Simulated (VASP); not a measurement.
# C (I4_1/amd) in VASP: further runs

C is run at these levels: PBEsol; tasks: single point.

Program: VASP 6.6.1. These are calculated values, not measurements. Logs are shortened: lines on timing, memory, paths and dates and some standing lists are left out, and cuts for length are marked.

## Step 1: The cell of the first run

It takes space group I4_1/amd (No. 141, tetragonal). The conventional cell has a = 2.730 Å, b = 2.730 Å, c = 3.011 Å, α = 90.00°, β = 90.00°, γ = 90.00°. Within 2.1 Å of C (site symmetry -4m2) lie 4 C at 1.56 Å.

## Step 2: Single point, PBEsol

The input, INCAR:

```
PREC = Accurate
ENCUT = 910
EDIFF = 1E-6
ISMEAR = 0
SIGMA = 0.05
LREAL = False
LASPH = True
NELM = 120
ALGO = Normal
ISIF = 2
LWAVE = False
LCHARG = True
GGA = PS
LELF = True
LVHAR = True
NBANDS = 11
GGA_COMPAT = False
```

The input, KPOINTS:

```
Automatic mesh
0
Gamma
  12 12 12
```

The input, POSCAR:

```
C
1.0
    0.0000000000      1.9303345361      1.5056609382
    1.9303345361      0.0000000000      1.5056609382
    1.9303345361      1.9303345361      0.0000000000
C
2
Direct
    0.5000000000      0.5000000000      0.5000000000
    0.7500000000      0.7500000000      0.7500000000
```

Potentials or basis: VASP PAW PBE potentials, release 64 (C_h).

Command:

```console
$ cat potpaw_PBE.64/C_h/POTCAR > POTCAR
$ mpirun -np 1 vasp_std > vasp.out
```

OUTCAR:

```text
PREC = Accurate
   ENCUT = 910
   EDIFF = 1E-6
   ISMEAR = 0
   LREAL = False
   LASPH = True
   NELM = 120
   ISIF = 2
   GGA = PS

 ion  position               nearest neighbor table
   1  0.500  0.500  0.500-
   2  0.750  0.750  0.750-

  LATTYP: Found a body centered tetragonal cell.
 ALAT       =     2.7299052809
 C/A-ratio  =     1.1030865787

  Lattice vectors:

 A1 = (   0.0000000000,  -1.9303345361,  -1.5056609382)
 A2 = (   0.0000000000,   1.9303345361,  -1.5056609382)
 A3 = (   1.9303345361,   0.0000000000,   1.5056609382)

Analysis of symmetry for initial positions (statically):
=====================================================================
 Subroutine PRICEL returns:
 Original cell was already a primitive cell.

 Routine SETGRP: Setting up the symmetry group for a
 body centered tetragonal supercell.

 Subroutine GETGRP returns: Found 16 space group operations
 (whereof  8 operations were pure point group operations)
 out of a pool of 16 trial point group operations.

The static configuration has the point symmetry D_2d.
 The point group associated with its full space group is D_4h.

Analysis of symmetry for dynamics (positions and initial velocities):
=====================================================================
 Subroutine PRICEL returns:
 Original cell was already a primitive cell.

 Routine SETGRP: Setting up the symmetry group for a
 body centered tetragonal supercell.

 Subroutine GETGRP returns: Found 16 space group operations
 (whereof  8 operations were pure point group operations)
 out of a pool of 16 trial point group operations.

The dynamic configuration has the point symmetry D_2d.
 The point group associated with its full space group is D_4h.

 Subroutine INISYM returns: Found 16 space group operations
 (whereof  8 operations are pure point group operations),
 and found     1 'primitive' translations

----------------------------------------------------------------------------------------

                                     Primitive cell

  volume of cell :      11.2208

  direct lattice vectors                    reciprocal lattice vectors
     0.000000000  1.930334536  1.505660938    -0.259022460  0.259022460  0.332080077
     1.930334536  0.000000000  1.505660938     0.259022460 -0.259022460  0.332080077
     1.930334536  1.930334536  0.000000000     0.259022460  0.259022460 -0.332080077

  length of vectors
     2.448102588  2.448102588  2.729905281     0.494431438  0.494431438  0.494431438

  position of ions in fractional coordinates (direct lattice)
     0.500000000  0.500000000  0.500000000
     0.750000000  0.750000000  0.750000000

  ion indices of the primitive-cell ions
   primitive index   ion index
                 1           1
                 2           2

----------------------------------------------------------------------------------------

 KPOINTS: Automatic mesh

Automatic generation of k-mesh.
 Grid dimensions read from file:
 generate k-points for:   12   12   12

 Generating k-lattice:

  Cartesian coordinates                     Fractional coordinates (reciprocal lattice)
    -0.021585205  0.021585205  0.027673340     0.083333333  0.000000000  0.000000000
     0.021585205 -0.021585205  0.027673340     0.000000000  0.083333333  0.000000000
     0.021585205  0.021585205 -0.027673340    -0.000000000 -0.000000000  0.083333333

  Length of vectors
     0.041202620  0.041202620  0.041202620

  Shift w.r.t. Gamma in fractional coordinates (k-lattice)
     0.000000000  0.000000000  0.000000000

 Subroutine IBZKPT returns following result:
 ===========================================

 Found    163 irreducible k-points:

 Following reciprocal coordinates:
            Coordinates               Weight
  0.000000  0.000000  0.000000      1.000000
  0.083333 -0.000000  0.000000      8.000000
  0.166667 -0.000000  0.000000      8.000000
  0.250000 -0.000000  0.000000      8.000000
  0.333333 -0.000000  0.000000      8.000000
  0.416667  0.000000  0.000000      8.000000
[... 16 lines left out ...]
  0.500000  0.166667  0.000000      8.000000
 -0.416667  0.166667  0.000000      8.000000
 [... further k-points ...]
   k-points           NKPTS =    163   k-points in BZ     NKDIM =    163   number of bands    NBANDS=     11
   number of dos      NEDOS =    301   number of ions     NIONS =      2
   total plane-waves  NPLWV =  16128
   dimension x,y,z NGX =    24 NGY =   24 NGZ =   28
   dimension x,y,z NGXF=    48 NGYF=   48 NGZF=   56
   ions per type =               2
   NGX,Y,Z   is equivalent  to a cutoff of  16.30, 16.30, 17.05 a.u.
   NGXF,Y,Z  is equivalent  to a cutoff of  32.60, 32.60, 34.10 a.u.
 SYSTEM =  unknown system
   PREC   = accura    normal or accurate (medium, high low for compatibility)
   ISTART =      0    job   : 0-new  1-cont  2-samecut
   ICHARG =      2    charge: 1-file 2-atom 10-const
   ISPIN  =      1    spin polarized calculation?
   LNONCOLLINEAR =      F non collinear calculations
   LSORBIT =      F    spin-orbit coupling
   LASPH  =      T    aspherical Exc in radial PAW
   ENCUT  =  910.0 eV  66.88 Ry    8.18 a.u.   6.02  6.02  6.71*2*pi/ulx,y,z
   NELM   =    120;   NELMIN=  2; NELMDL= -5     # of ELM steps
   EDIFF  = 0.1E-05   stopping-criterion for ELM
   LREAL  =      F    real-space projection
   EDIFFG = 0.1E-04   stopping-criterion for IOM
   NSW    =      0    number of steps for IOM
   IBRION =     -1    ionic relax: 0-MD 1-quasi-New 2-CG
   NFREE  =      0    steps in history (QN), initial steepest desc. (CG)
   ISIF   =      2    stress and relaxation
   ISYM   =      2    0-nonsym 1-usesym 2-fastsym
   POTIM  = 0.5000    time-step for ionic-motion
   TEBEG  =    0.0;   TEEND  =   0.0 temperature during run
   PSTRESS=    0.0 pullay stress
   NELECT =       8.0000    total number of electrons
   NUPDOWN=      -1.0000    fix difference up-down
   EMIN   =  10.00;   EMAX   =-10.00  energy-range for DOS
   EFERMI =   0.00;   METHOD = LEGACY
   ISMEAR =     0;   SIGMA  =   0.05  broadening in eV -4-tet -1-fermi 0-gaus
   EFERMI_NEDOS =   21; number of points for ismear=-14 and -15
   IALGO  =     38    algorithm
   IMIX   =      4    mixing-type and parameters
     AMIX     =   0.40;   BMIX     =  1.00
     AMIX_MAG =   1.60;   BMIX_MAG =  1.00
  volume/ion in A,a.u.               =       5.61        37.86
  Fermi-wavevector in a.u.,A,eV,Ry     =   1.462505  2.763734 29.101788  2.138921
  Thomas-Fermi vector in A             =   2.578710
   LORBIT       =      0    0 simple, 1 ext, 2 COOP (PROOUT), +10 PAW based schemes
   GGA     = PS    functional components
   LHFCALC =     F    Hartree Fock is set to
   AEXX    =    0.0000 exact exchange contribution
   IVDW    =     0    specifies the selected vdW correction
   LEPSILON=     F    determine dielectric tensor
   LRPA    =     F    only Hartree local field effects (RPA)
 non-spin polarized calculation
 Gauss-broadening in eV      SIGMA  =   0.05
  energy-cutoff  :      910.00
  volume of cell :       11.22
 maximum number of plane-waves:       720
   NGX = 11   NGY = 11   NGZ = 13

 number of electron       8.0000000 magnetization

 Free energy of the ion-electron system (eV)
  ---------------------------------------------------
  ext. energy  EPLUGINS =         0.00000000
  ---------------------------------------------------
  free energy    TOTEN  =       -18.18006585 eV

  energy without entropy =      -18.17993468  energy(sigma->0) =      -18.18000027

 E-fermi :  12.0853     XC(G=0): -13.7070

 val. band max:       11.9515747486   @ k =  -0.0833   0.0000   0.0833
 cond. band min:      12.0975586789   @ k =   0.5000   0.4167   0.0000
 fundamental gap:      0.1459839304
 Fermi energy:        12.0853490791

 k-point     1 :       0.0000    0.0000    0.0000
  band No.  band energies     occupation
      1     -10.4931      2.00000
      2      10.1740      2.00000
      3      10.1740      2.00000
      4      13.1234      0.00000
      5      15.3718      0.00000
      6      18.3464      0.00000
      7      18.3464      0.00000
      8      24.1189      0.00000
      9      30.9705      0.00000
     10      31.7490      0.00000
     11      35.0673      0.00000

 k-point     2 :       0.0833   -0.0000    0.0000
  band No.  band energies     occupation
      1     -10.2918      2.00000
      2       9.4644      2.00000
      3       9.8107      2.00000
      4      12.4942      0.00000
      5      15.5402      0.00000
      6      18.5926      0.00000
      7      18.9788      0.00000
      8      24.3143      0.00000
      9      31.2020      0.00000
     10      31.2808      0.00000
     11      33.3308      0.00000

 k-point     3 :       0.1667   -0.0000    0.0000
  band No.  band energies     occupation
      1      -9.6895      2.00000
      2       7.4640      2.00000
      3       8.9689      2.00000
      4      11.5492      2.00000
      5      15.8549      0.00000
      6      18.9675      0.00000
      7      20.1291      0.00000
      8      24.9245      0.00000
      9      31.1386      0.00000
     10      31.3247      0.00000
     11      33.0194      0.00000
[... 267 lines left out ...]
 k-point    23 :       0.5000    0.1667    0.0000
  band No.  band energies     occupation
      1      -3.7027      2.00000
      2      -1.4037      2.00000
      3       5.2668      2.00000
      4       8.3705      2.00000
      5      15.2261      0.00000
      6      21.0621      0.00000
      7      22.0572      0.00000
      8      24.3043      0.00000
      9      33.4363      0.00000
     10      35.3597      0.00000
     11      38.2044      0.00000

 k-point    24 :      -0.4167    0.1667    0.0000
  band No.  band energies     occupation
      1      -4.5630      2.00000
      2      -0.4046      2.00000
      3       5.5264      2.00000
      4       7.9938      2.00000
      5      15.4381      0.00000
      6      20.9871      0.00000
      7      23.3520      0.00000
      8      24.6319      0.00000
      9      31.4426      0.00000
     10      34.5671      0.00000
     11      35.7719      0.00000

 [... further k-points ...]

------------------------ aborting loop because EDIFF is reached ----------------------------------------

  FORCE on cell =-STRESS in cart. coord.  units (eV):
  Direction    XX          YY          ZZ          XY          YZ          ZX
  --------------------------------------------------------------------------------------
  -------------------------------------------------------------------------------------
  Total       -3.8012964     -3.8012964      7.6616691      0.0000000     -0.0000000      0.0000000
  in kB     -542.7751711   -542.7751711   1093.9856732      0.0000000     -0.0000000      0.0000000
  external PRESSURE =       2.8117770 kB  Pullay stress =       0.0000000 kB

 VOLUME and BASIS-vectors are now :
 -----------------------------------------------------------------------------
  energy-cutoff  :      910.00
  volume of cell :       11.22
      direct lattice vectors                 reciprocal lattice vectors
     0.000000000  1.930334536  1.505660938    -0.259022460  0.259022460  0.332080077
     1.930334536  0.000000000  1.505660938     0.259022460 -0.259022460  0.332080077
     1.930334536  1.930334536  0.000000000     0.259022460  0.259022460 -0.332080077

 POSITION                                       TOTAL-FORCE (eV/Angst)
 -----------------------------------------------------------------------------------
      1.93033      1.93033      1.50566         0.000000      0.000000      0.000000
      2.89550      2.89550      2.25849        -0.000000     -0.000000     -0.000000
 -----------------------------------------------------------------------------------
    total drift:                                0.000000      0.000000      0.000000

  FREE ENERGIE OF THE ION-ELECTRON SYSTEM (eV)
  ---------------------------------------------------
  free  energy   TOTEN  =       -18.1800658541 eV

  energy  without entropy=      -18.1799346819  energy(sigma->0) =      -18.18000027
```

It took 18 s on 1 thread of Intel Xeon Platinum 8375C at 2.90GHz (Ice Lake), shared host; peak memory 0.16 GiB.

What came out:

- Free energy: -18.1801 eV
- Pressure: 0.3 GPa
- Band gap on the k mesh: zero (band 4 reaches 13.12 eV, above the bottom of band 5 at 11.43 eV)

Levels at points of the mesh, in eV from the Fermi level:
| k point | band 1 | band 2 | band 3 | band 4 | band 5 | band 6 | band 7 | band 8 | band 9 |
| --- | --- | --- | --- | --- | --- | --- | --- | --- | --- |
| (0.00, 0.00, 0.00) | -22.58 | -1.91 | -1.91 | 1.04 | 3.29 | 6.26 | 6.26 | 12.03 | 18.89 |
| (0.50, 0.00, 0.00) | -16.41 | -14.32 | -5.48 | -2.17 | 4.01 | 6.28 | 11.21 | 15.31 | 21.18 |
| (0.50, 0.50, 0.00) | -10.93 | -10.93 | -9.42 | -9.42 | 0.21 | 0.21 | 16.34 | 16.34 | 23.74 |
| (0.50, 0.00, 0.50) | -14.92 | -14.92 | -5.55 | -5.55 | 6.22 | 6.22 | 13.22 | 13.22 | 19.32 |

Caveat: the cutoff is under 1.25 times the usual one of these potentials, so pressure, stress and relaxed cells hold a basis-set (Pulay) error; the PAW data sets were made with another functional, which shifts forces and pressure a little.

## Step 3: Single point, PBEsol

This run uses another cell than the first one, of the same volume but with other edges.

The input, INCAR:

```
SYSTEM = C
PREC = Accurate
ENCUT = 910
EDIFF = 1E-6
ISMEAR = 0
SIGMA = 0.05
LREAL = .False.
LASPH = .True.
NELM = 120
ALGO = Normal
ISIF = 2
LWAVE = .False.
LCHARG = .True.
GGA = PS
LELF = .True.
LVHAR = .True.
NBANDS = 11
GGA_COMPAT = .False.
```

The input, KPOINTS:

```
regular mesh
0
Gamma
  12 12 12
  0 0 0
```

The input, POSCAR:

```
C
1.0
    0.0000000000      1.6721312616      2.0065575139
    1.6721312616      0.0000000000      2.0065575139
    1.6721312616      1.6721312616      0.0000000000
C
2
Direct
    0.5000000000      0.5000000000      0.5000000000
    0.7500000000      0.7500000000      0.7500000000
```

Potentials or basis: VASP PAW PBE potentials, release 64 (C_h).

Command:

```console
$ cat potpaw_PBE.64/C_h/POTCAR > POTCAR
$ mpirun -np 1 vasp_std > vasp.out
```

Wall time 24 s (1 thread of AMD EPYC 9R45 (Zen 5), shared host); peak memory 0.13 GiB.

Results (log left out):

```
Free energy            : -18.4678 eV
Pressure               : 1.2 GPa
Band gap on the k mesh : 1.76 eV, indirect (least direct gap 4.02 eV)
```

Stress tensor (GPa, compression positive):
```
  67.56    0.00    0.00
   0.00   67.56    0.00
   0.00    0.00 -131.57
```

Levels at points of the mesh, in eV from the valence-band top:
| k point | band 2 | band 3 | band 4 | band 5 | band 6 | band 7 |
| --- | --- | --- | --- | --- | --- | --- |
| (0.00, 0.00, 0.00) | -3.35 | 0.00 | 0.00 | 4.02 | 4.02 | 6.23 |
| (0.50, 0.00, 0.00) | -14.63 | -5.70 | -2.03 | 3.69 | 8.04 | 10.74 |
| (0.50, 0.50, 0.00) | -15.74 | -5.49 | -5.49 | 6.49 | 6.49 | 14.83 |
| (0.50, 0.00, 0.50) | -12.91 | -8.16 | -8.16 | 2.31 | 2.31 | 14.43 |

Caveat: the cutoff is under 1.25 times the usual one of these potentials, so pressure, stress and relaxed cells hold a basis-set (Pulay) error; the PAW data sets were made with another functional, which shifts forces and pressure a little.
